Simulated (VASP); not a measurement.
Here is a VASP 6.6.1 calculation.

The input INCAR:

```
PREC = Accurate ; ENCUT = 520
EDIFF = 1E-6 ; ISMEAR = 0
SIGMA = 0.15 ; LREAL = F
LASPH = T ; NELM = 150
ALGO = Normal ; ISIF = 2
LWAVE = F ; LCHARG = F
ISPIN = 2 ; MAGMOM = 0.8
LORBIT = 11 ; NUPDOWN = 0.8
LMAXMIX = 4 ; GGA = PE
NBANDS = 16
```

File KPOINTS:

```
regular mesh
0
Gamma
  22 22 22
```

The input POSCAR:

```
Ti
1.0
   -1.5235541254      1.5235541254      1.5235541254
    1.5235541254     -1.5235541254      1.5235541254
    1.5235541254      1.5235541254     -1.5235541254
Ti
1
Direct
    0.0000000000      0.0000000000      0.0000000000
```

Potentials or basis: VASP PAW PBE potentials, release 64 (Ti_sv).

Run with:

```bash
$ cat potpaw_PBE.64/Ti_sv/POTCAR > POTCAR
$ mpirun -np 1 vasp_std > vasp.out
```

(1) Predict the pressure.

## Answers

(1) 31.6 GPa.

Caveat: the cell stands under pressure; the total moment is fixed, so each spin has its own Fermi level.
